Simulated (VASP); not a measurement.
# H4SO (F-43m) in VASP: a series of runs

Runs on H4SO. Level: PBE+D3(BJ). Tasks: single point.

Everything below comes from runs of VASP 6.6.1. Logs are shortened: lines on timing, memory, paths and dates and some standing lists are left out, and cuts for length are marked.

## Step 1: The cell of the first run

Symmetry: F-43m, No. 216, cubic system. The conventional cell has a = 6.183 Å, b = 6.183 Å, c = 6.183 Å, α = 90.00°, β = 90.00°, γ = 90.00°. Within 2.9 Å of H (site symmetry 3m) lie 6 H at 2.17 to 2.20 Å and 3 S at 2.56 Å and 3 O at 2.56 Å. S (site symmetry -43m) has 12 H at 2.56 Å and 4 O at 2.68 Å within 3.4 Å. Within 3.4 Å of O (site symmetry -43m) lie 12 H at 2.56 Å and 4 S at 2.68 Å.

The cell was generated, and may not be a known phase.

## Step 2: Single point, PBE+D3(BJ)

INCAR reads:

```
PREC     = Accurate       # precision mode
ENCUT    = 520            # plane-wave cutoff, eV
EDIFF    = 1E-7           # SCF threshold, eV
ISMEAR   = 0              # smearing method
SIGMA    = 0.1            # smearing width, eV
LREAL    = False          # projectors in reciprocal space
LASPH    = True           # aspherical terms in the spheres
NELM     = 80             # most SCF steps
ALGO     = Normal         # electronic algorithm
ISIF     = 2              # what is computed and relaxed
LWAVE    = False          # write WAVECAR
LCHARG   = False          # write CHGCAR
GGA      = PE             # functional
IVDW     = 12             # dispersion correction
NBANDS   = 17             # bands
```

KPOINTS reads:

```
regular mesh
0
Gamma
  6 6 6
```

POSCAR reads:

```
H4SO
1.0
    0.0000000000      3.0913985700      3.0913985700
    3.0913985700      0.0000000000      3.0913985700
    3.0913985700      3.0913985700      0.0000000000
H S O
4 1 1
Direct
    0.8772199700      0.3742600100      0.3742600100
    0.3742600100      0.3742600100      0.3742600100
    0.3742600100      0.8772199700      0.3742600100
    0.3742600100      0.3742600100      0.8772199700
    0.0000000000      0.0000000000      0.0000000000
    0.7500000000      0.7500000000      0.7500000000
```

Potentials or basis: VASP PAW PBE potentials, release 64 (H, S, O).

The run is started by

```sh
$ cat potpaw_PBE.64/H/POTCAR potpaw_PBE.64/S/POTCAR potpaw_PBE.64/O/POTCAR > POTCAR
$ mpirun -np 1 vasp_std > vasp.out
```

OUTCAR:

```text
PREC = Accurate
   ENCUT = 520
   EDIFF = 1E-7
   ISMEAR = 0
   LREAL = False
   LASPH = True
   NELM = 80
   ISIF = 2
   GGA = PE
   IVDW = 12
 IVDW          = 12

 ion  position               nearest neighbor table
   1  0.877  0.374  0.374-
   2  0.374  0.374  0.374-
   3  0.374  0.877  0.374-
   4  0.374  0.374  0.877-
   5  0.000  0.000  0.000-
   6  0.750  0.750  0.750-

  LATTYP: Found a face centered cubic cell.
 ALAT       =     6.1827971400

  Lattice vectors:

 A1 = (   0.0000000000,   3.0913985700,   3.0913985700)
 A2 = (   3.0913985700,   0.0000000000,   3.0913985700)
 A3 = (   3.0913985700,   3.0913985700,   0.0000000000)

Analysis of symmetry for initial positions (statically):
=====================================================================
 Subroutine PRICEL returns:
 Original cell was already a primitive cell.

 Routine SETGRP: Setting up the symmetry group for a
 face centered cubic supercell.

 Subroutine GETGRP returns: Found 24 space group operations
 (whereof 24 operations were pure point group operations)
 out of a pool of 48 trial point group operations.

The static configuration has the point symmetry T_d .

Analysis of symmetry for dynamics (positions and initial velocities):
=====================================================================
 Subroutine PRICEL returns:
 Original cell was already a primitive cell.

 Routine SETGRP: Setting up the symmetry group for a
 face centered cubic supercell.

 Subroutine GETGRP returns: Found 24 space group operations
 (whereof 24 operations were pure point group operations)
 out of a pool of 48 trial point group operations.

The dynamic configuration has the point symmetry T_d .

 Subroutine INISYM returns: Found 24 space group operations
 (whereof 24 operations are pure point group operations),
 and found     1 'primitive' translations

----------------------------------------------------------------------------------------

                                     Primitive cell

  volume of cell :      59.0874

  direct lattice vectors                    reciprocal lattice vectors
     0.000000000  3.091398570  3.091398570    -0.161739093  0.161739093  0.161739093
     3.091398570  0.000000000  3.091398570     0.161739093 -0.161739093  0.161739093
     3.091398570  3.091398570  0.000000000     0.161739093  0.161739093 -0.161739093
[... 85 lines left out ...]
   EDIFFG = 0.1E-05   stopping-criterion for IOM
   NSW    =      0    number of steps for IOM
   IBRION =     -1    ionic relax: 0-MD 1-quasi-New 2-CG
   NFREE  =      0    steps in history (QN), initial steepest desc. (CG)
   ISIF   =      2    stress and relaxation
   ISYM   =      2    0-nonsym 1-usesym 2-fastsym
   POTIM  = 0.5000    time-step for ionic-motion
   TEBEG  =    0.0;   TEEND  =   0.0 temperature during run
   PSTRESS=    0.0 pullay stress
   NELECT =      16.0000    total number of electrons
   NUPDOWN=      -1.0000    fix difference up-down
   EMIN   =  10.00;   EMAX   =-10.00  energy-range for DOS
   EFERMI =   0.00;   METHOD = LEGACY
   ISMEAR =     0;   SIGMA  =   0.10  broadening in eV -4-tet -1-fermi 0-gaus
   EFERMI_NEDOS =   21; number of points for ismear=-14 and -15
   IALGO  =     38    algorithm
   IMIX   =      4    mixing-type and parameters
     AMIX     =   0.40;   BMIX     =  1.00
     AMIX_MAG =   1.60;   BMIX_MAG =  1.00
  volume/ion in A,a.u.               =       9.85        66.46
  Fermi-wavevector in a.u.,A,eV,Ry     =   1.059131  2.001468 15.262461  1.121759
  Thomas-Fermi vector in A             =   2.194466
   LORBIT       =      0    0 simple, 1 ext, 2 COOP (PROOUT), +10 PAW based schemes
   GGA     = PE    functional components
   LHFCALC =     F    Hartree Fock is set to
   AEXX    =    0.0000 exact exchange contribution
   IVDW    =    12    specifies the selected vdW correction
   LEPSILON=     F    determine dielectric tensor
   LRPA    =     F    only Hartree local field effects (RPA)
 non-spin polarized calculation
 Gauss-broadening in eV      SIGMA  =   0.10
  energy-cutoff  :      520.00
  volume of cell :       59.09
 maximum number of plane-waves:      1639
 NGX is ok and might be reduce to    36
   NGX = 17   NGY = 17   NGZ = 17

 number of electron      15.9999999 magnetization

 Free energy of the ion-electron system (eV)
  ---------------------------------------------------
  ext. energy  EPLUGINS =         0.00000000
  ---------------------------------------------------
  free energy    TOTEN  =       -12.00480156 eV

  energy without entropy =      -11.98412467  energy(sigma->0) =      -11.99446311

 E-fermi :   0.3706     XC(G=0):  -9.2424

 val. band max:        0.3652948772   @ k =   0.5000   0.3333   0.1667
 cond. band min:       0.4690644693   @ k =   0.1667   0.1667   0.0000
 fundamental gap:      0.1037695921
 Fermi energy:         0.3706367173

 k-point     1 :       0.0000    0.0000    0.0000
  band No.  band energies     occupation
      1     -16.1321      2.00000
      2     -11.6660      2.00000
      3      -3.5252      2.00000
      4      -1.9664      2.00000
      5      -1.9664      2.00000
      6      -1.9664      2.00000
[... 297 lines left out ...]
      4      -4.3962      2.00000
      5      -2.5520      2.00000
      6      -1.7165      2.00000
[... 9 lines left out ...]
     16      12.7856      0.00000
     17      13.6198      0.00000

------------------------ aborting loop because EDIFF is reached ----------------------------------------

 Edisp (eV)   -0.71278

 E8    (eV) :    -0.1818

  FORCE on cell =-STRESS in cart. coord.  units (eV):
  Direction    XX          YY          ZZ          XY          YZ          ZX
  --------------------------------------------------------------------------------------
  -------------------------------------------------------------------------------------
  Total      -8.09915    -8.09915    -8.09915     0.00000    -0.00000     0.00000
  in kB    -219.61151  -219.61151  -219.61151     0.00000    -0.00000     0.00000
  external pressure =     -219.61 kB  Pullay stress =        0.00 kB

 VOLUME and BASIS-vectors are now :
 -----------------------------------------------------------------------------
  energy-cutoff  :      520.00
  volume of cell :       59.09
      direct lattice vectors                 reciprocal lattice vectors
     0.000000000  3.091398570  3.091398570    -0.161739093  0.161739093  0.161739093
     3.091398570  0.000000000  3.091398570     0.161739093 -0.161739093  0.161739093
     3.091398570  3.091398570  0.000000000     0.161739093  0.161739093 -0.161739093

 POSITION                                       TOTAL-FORCE (eV/Angst)
 -----------------------------------------------------------------------------------
      2.31397      3.86882      3.86882         0.024991     -0.024991     -0.024991
      2.31397      2.31397      2.31397         0.024991      0.024991      0.024991
      3.86882      2.31397      3.86882        -0.024991      0.024991     -0.024991
      3.86882      3.86882      2.31397        -0.024991     -0.024991      0.024991
      0.00000      0.00000      0.00000         0.000000      0.000000      0.000000
      4.63710      4.63710      4.63710         0.000000      0.000000      0.000000
 -----------------------------------------------------------------------------------
    total drift:                               -0.000000     -0.000000      0.000000

  FREE ENERGIE OF THE ION-ELECTRON SYSTEM (eV)
  ---------------------------------------------------
  free  energy   TOTEN  =       -12.7175818518 eV

  energy  without entropy=      -12.6969049644  energy(sigma->0) =      -12.70724341
```

OSZICAR:

```text
N       E                     dE             d eps       ncg     rms          rms(c)
DAV:   1     0.418067438865E+02    0.41807E+02   -0.67725E+03   544   0.792E+02
DAV:   2    -0.111030525324E+02   -0.52910E+02   -0.46300E+02   698   0.149E+02
DAV:   3    -0.141113265265E+02   -0.30083E+01   -0.29562E+01   617   0.330E+01
[... 12 lines left out ...]
DAV:  16    -0.120048017209E+02    0.60023E-05   -0.11612E-05   626   0.234E-02    0.547E-03
DAV:  17    -0.120048019530E+02   -0.23209E-06   -0.44199E-07   664   0.487E-03    0.727E-03
DAV:  18    -0.120048016906E+02    0.26243E-06   -0.49198E-07   581   0.472E-03    0.504E-03
DAV:  19    -0.120048015551E+02    0.13549E-06   -0.12221E-07   298   0.270E-03    0.462E-04
DAV:  20    -0.120048015557E+02   -0.63915E-09   -0.88885E-09   290   0.635E-04
   1 F= -.12717582E+02 E0= -.12707243E+02  d E =-.206769E-01
```

Wall time 42 s (1 thread of Oxide Virtual Turin-like, shared host); peak memory 0.18 GiB.

Results:

```
Free energy                : -12.7176 eV
Pressure                   : -22.0 GPa
Largest force              : 0.043 eV/Å
Band gap on the k mesh     : zero (bands 8 and 9 overlap by 1.13 eV)
Dispersion energy per atom : -0.119 eV
```

Forces on the atoms (eV/Å):
```
H    0.025 -0.025 -0.025
H    0.025  0.025  0.025
H   -0.025  0.025 -0.025
H   -0.025 -0.025  0.025
S    0.000  0.000  0.000
O    0.000  0.000  0.000
```

Levels at points of the mesh, in eV from the Fermi level:
```tsv
k point	band 4	band 5	band 6	band 7	band 8	band 9	band 10	band 11	band 12	band 13
(0.00, 0.00, 0.00)	-2.34	-2.34	-2.34	-0.87	-0.87	-0.87	1.24	1.24	1.24	8.87
(0.50, 0.00, 0.00)	-2.78	-2.78	-1.19	-0.78	-0.78	-0.38	1.12	1.46	1.46	10.77
(0.50, 0.50, 0.00)	-3.86	-3.86	-3.61	-0.05	0.26	0.26	1.12	2.52	2.52	9.79
```

Caveat: the cell stands under tension.

## Step 3: Single point, PBE+D3(BJ), collinear spin, ferromagnetic start

This run uses another cell than the first one, of 6.31 Å³/atom.

INCAR reads:

```
ALGO = Fast
EDIFF = 1E-6
ENCUT = 520
GGA = PE
ISIF = 2
ISMEAR = 0
ISPIN = 2
IVDW = 12
LASPH = T
LCHARG = F
LORBIT = 11
LREAL = F
LWAVE = F
MAGMOM = 0 0 0 0 0 1
NBANDS = 21
NELM = 150
PREC = Accurate
SIGMA = 0.1
```

KPOINTS reads:

```
k-points
0
Gamma
  6 6 6
```

POSCAR reads:

```
H4SO
1.0
    0.0000000000      2.6653096508      2.6653096508
    2.6653096508      0.0000000000      2.6653096508
    2.6653096508      2.6653096508      0.0000000000
H S O
4 1 1
Direct
    0.7411986928      0.4196004357      0.4196004357
    0.4196004357      0.4196004357      0.4196004357
    0.4196004357      0.7411986928      0.4196004357
    0.4196004357      0.4196004357      0.7411986928
    0.0000000000      0.0000000000      0.0000000000
    0.7500000000      0.7500000000      0.7500000000
```

Potentials or basis: VASP PAW PBE potentials, release 64 (H, S, O).

The run is started by

```sh
$ cat potpaw_PBE.64/H/POTCAR potpaw_PBE.64/S/POTCAR potpaw_PBE.64/O/POTCAR > POTCAR
$ mpirun -np 1 vasp_std > vasp.out
```

Wall time 39 s (1 thread of Oxide Virtual Turin-like, shared host); peak memory 0.16 GiB.

The run converged. Its results:

- Free energy: -16.1742 eV
- Pressure: -0.3 GPa
- Net moment: 0.39 μB per cell
- Site moments: H +0.00; S +0.10; O +0.21 μB
- Valence electrons inside the program's atomic spheres: H 0.43; S 3.46; O 4.79
- Dispersion energy per atom: -0.176 eV

Levels at points of the mesh, in eV from the Fermi level:
Spin up:
```
           k point  band 5  band 6  band 7  band 8  band 9  band 10  band 11  band 12
(0.00, 0.00, 0.00)   -4.03   -4.03   -1.74   -1.74   -1.74     2.93     2.93     2.93
(0.50, 0.00, 0.00)   -4.83   -2.96   -1.14   -1.14    0.24     1.77     2.51     2.51
(0.50, 0.50, 0.00)   -6.33   -5.05   -1.33    0.80    0.80     4.37     4.59     4.59
```
Spin down:
```tsv
k point	band 4	band 5	band 6	band 7	band 8	band 9	band 10	band 11	band 12	band 13
(0.00, 0.00, 0.00)	-3.76	-3.76	-3.76	-1.57	-1.57	-1.57	2.97	2.97	2.97	9.24
(0.50, 0.00, 0.00)	-4.58	-4.58	-2.76	-1.00	-1.00	0.55	1.84	2.65	2.65	12.25
(0.50, 0.50, 0.00)	-6.15	-6.15	-4.94	-0.96	1.11	1.11	4.46	4.64	4.64	9.82
```

Caveat: a moment this small can come from the mesh or the smearing.

The gap in the log of VASP goes by the Fermi energy; the results here count the filled bands.